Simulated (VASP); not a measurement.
# Sn (P6_3/mmc) in VASP: notebook, part 2 of 2

VASP 6.6.1.

## 4. Single point, LDA

This run uses another cell than the first one, of 25.69 Å³/atom.

The input, INCAR:

```
SYSTEM = Sn
ALGO     = Normal         ! electronic algorithm
EDIFF    = 1E-7           ! SCF threshold, eV
ENCUT    = 520            ! plane-wave cutoff, eV
GGA      = CA             ! functional
ISIF     = 2              ! what is computed and relaxed
ISMEAR   = -1             ! smearing method
LASPH    = .True.         ! aspherical terms in the spheres
LCHARG   = .False.        ! write CHGCAR
LREAL    = .False.        ! projectors in reciprocal space
LWAVE    = .False.        ! write WAVECAR
NBANDS   = 36             ! bands
NELM     = 80             ! most SCF steps
PREC     = Accurate       ! precision mode
SIGMA    = 0.1            ! smearing width, eV
```

The input, KPOINTS:

```
k-points
0
Gamma
  15 15 4
  0 0 0
```

The input, POSCAR:

```
Sn
1.0
    3.2985098344      0.0000000000      0.0000000000
   -1.6492549172      2.8565933112      0.0000000000
    0.0000000000      0.0000000000     10.9059425990
Sn
4
Direct
    1.0000000000      0.0000000000      0.0000000000
    1.0000000000      0.0000000000      0.5000000000
    0.3333333333      0.6666666667      0.2500000000
    0.6666666667      0.3333333333      0.7500000000
```

Potentials or basis: VASP PAW LDA potentials, release 64 (Sn_d).

On the command line:

```console
> cat potpaw_LDA.64/Sn_d/POTCAR > POTCAR
> mpirun -np 1 vasp_std > vasp.out
```

OUTCAR:

```text
SYSTEM = Sn
   EDIFF = 1E-7
   ENCUT = 520
   GGA = CA
   ISIF = 2
   ISMEAR = -1
   LASPH = .True.
   LREAL = .False.
   NELM = 80
   PREC = Accurate

 ion  position               nearest neighbor table
   1  0.000  0.000  0.000-   3 3.33   4 3.33   3 3.33   4 3.33   4 3.33   3 3.33
   2  0.000  0.000  0.500-   3 3.33   4 3.33   3 3.33   4 3.33   4 3.33   3 3.33
   3  0.333  0.667  0.250-   1 3.33   2 3.33   1 3.33   2 3.33   1 3.33   2 3.33
   4  0.667  0.333  0.750-   1 3.33   2 3.33   1 3.33   2 3.33   1 3.33   2 3.33

  LATTYP: Found a hexagonal cell.
 ALAT       =     3.2985098344
 C/A-ratio  =     3.3063241120

  Lattice vectors:

 A1 = (   3.2985098344,   0.0000000000,   0.0000000000)
 A2 = (  -1.6492549172,   2.8565933112,   0.0000000000)
 A3 = (   0.0000000000,   0.0000000000,  10.9059425990)

Analysis of symmetry for initial positions (statically):
=====================================================================
 Subroutine PRICEL returns:
 Original cell was already a primitive cell.

 Routine SETGRP: Setting up the symmetry group for a
 hexagonal supercell.

 Subroutine GETGRP returns: Found 24 space group operations
 (whereof 12 operations were pure point group operations)
[... 166 lines left out ...]
  free energy    TOTEN  =       -17.81562858 eV

  energy without entropy =      -17.75589121  energy(sigma->0) =      -17.78575990

 E-fermi :   8.5617     XC(G=0): -10.8699

 val. band max:        8.5319390859   @ k =   0.2000   0.1333   0.5000
 cond. band min:       8.5633517741   @ k =   0.4000  -0.0000   0.0000
 fundamental gap:      0.0314126882
 Fermi energy:         8.5616928933

 k-point     1 :       0.0000    0.0000    0.0000
  band No.  band energies     occupation
      1     -12.9409      2.00000
      2     -12.9387      2.00000
      3     -12.9268      2.00000
      4     -12.9268      2.00000
      5     -12.9161      2.00000
      6     -12.9155      2.00000
[... 925 lines left out ...]
     35      12.3828      0.00000
     36      13.3398      0.00000

 [... further k-points ...]
[... 5 lines left out ...]
  --------------------------------------------------------------------------------------
  -------------------------------------------------------------------------------------
  Total       -0.0657065     -0.0657065      0.3885951     -0.0000000      0.0000000      0.0000000
  in kB       -1.0244465     -1.0244465      6.0586862     -0.0000000      0.0000000      0.0000000
  external PRESSURE =       1.3365977 kB  Pullay stress =       0.0000000 kB

 VOLUME and BASIS-vectors are now :
 -----------------------------------------------------------------------------
  energy-cutoff  :      520.00
  volume of cell :      102.76
      direct lattice vectors                 reciprocal lattice vectors
     3.298509834  0.000000000  0.000000000     0.303167203  0.175033666  0.000000000
    -1.649254917  2.856593311  0.000000000     0.000000000  0.350067332  0.000000000
     0.000000000  0.000000000 10.905942599     0.000000000  0.000000000  0.091693129

 POSITION                                       TOTAL-FORCE (eV/Angst)
 -----------------------------------------------------------------------------------
      0.00000      0.00000      0.00000        -0.000000     -0.000000     -0.000000
      0.00000      0.00000      5.45297        -0.000000     -0.000000     -0.000000
     -0.00000      1.90440      2.72649        -0.000000      0.000000      0.000000
      1.64925      0.95220      8.17946         0.000000     -0.000000     -0.000000
 -----------------------------------------------------------------------------------
    total drift:                                0.000000     -0.000000      0.000000

  FREE ENERGIE OF THE ION-ELECTRON SYSTEM (eV)
  ---------------------------------------------------
  free  energy   TOTEN  =       -17.8156285815 eV

  energy  without entropy=      -17.7558912108  energy(sigma->0) =      -17.78575990
```

OSZICAR:

```text
N       E                     dE             d eps       ncg     rms          rms(c)
DAV:   1     0.556605798253E+03    0.55661E+03   -0.28017E+04  5900   0.252E+03
DAV:   2     0.587969994069E+02   -0.49781E+03   -0.49007E+03  5832   0.590E+02
DAV:   3    -0.140522106860E+02   -0.72849E+02   -0.71458E+02  6476   0.197E+02
DAV:   4    -0.177603753318E+02   -0.37082E+01   -0.36696E+01  6760   0.474E+01
DAV:   5    -0.178879733773E+02   -0.12760E+00   -0.12753E+00  8184   0.851E+00    0.298E+00
DAV:   6    -0.178363696393E+02    0.51604E-01   -0.81771E-02  7552   0.300E+00    0.156E+00
DAV:   7    -0.178166554571E+02    0.19714E-01   -0.40805E-02  7488   0.209E+00    0.193E-01
DAV:   8    -0.178156020859E+02    0.10534E-02   -0.31234E-03  6684   0.911E-01    0.287E-02
DAV:   9    -0.178156222399E+02   -0.20154E-04   -0.65286E-04  6956   0.392E-01    0.123E-02
DAV:  10    -0.178156283611E+02   -0.61211E-05   -0.78233E-05  7616   0.114E-01    0.600E-03
DAV:  11    -0.178156292203E+02   -0.85922E-06   -0.10936E-05  7672   0.485E-02    0.341E-03
DAV:  12    -0.178156285879E+02    0.63236E-06   -0.35448E-06  6880   0.257E-02    0.101E-03
DAV:  13    -0.178156285815E+02    0.64038E-08   -0.13547E-07  3324   0.887E-03
   1 F= -.17815629E+02 E0= -.17785760E+02  d E =-.597374E-01
```

It took 6.8 min on 1 thread of Intel Xeon Platinum 8488C (Sapphire Rapids), shared host; peak memory 0.34 GiB.

What came out:

* Free energy: -17.8156 eV
* Pressure: 0.1 GPa
* Band gap on the k mesh: zero (bands 28 and 29 overlap by 8.87 eV)

Levels at points of the mesh, in eV from the Fermi level:
```
           k point  band 26  band 27  band 28  band 29  band 30  band 31
(0.00, 0.00, 0.00)     0.87     0.87     6.15     6.15     6.94     6.94
(0.00, 0.00, 0.50)    -2.72     4.94     4.94     6.38     6.38     6.38
```

Caveat: spin-orbit coupling is left out, which moves the levels of the heavy elements.

## 5. The runs side by side

```tsv
cell	k mesh	gap on the mesh (eV)	pressure (GPa)
a = 3.384, b = 3.384, c = 11.189 Å, angles 90.0, 90.0, 120.0°, 4 atoms	12 × 12 × 4	none	-3.6
a = 3.425, b = 3.425, c = 11.326 Å, angles 90.0, 90.0, 120.0°, 4 atoms	12 × 12 × 4	none	-4.9
a = 3.299, b = 3.299, c = 10.906 Å, angles 90.0, 90.0, 120.0°, 4 atoms	15 × 15 × 4	none	0.1
```

Alike in all rows: task single point; level LDA; potentials or basis VASP PAW LDA potentials, release 64 (Sn_d); no spin polarisation; cutoff (eV) 520; smearing fermi-dirac 0.1 eV.

Caveats: spin-orbit coupling is left out, which moves the levels of the heavy elements; the cell stands under tension (at least some runs).

Total energies depend on the potentials used, so only differences within one code and one set of settings carry meaning.

The gap in the log of VASP goes by the Fermi energy; the results here count the filled bands.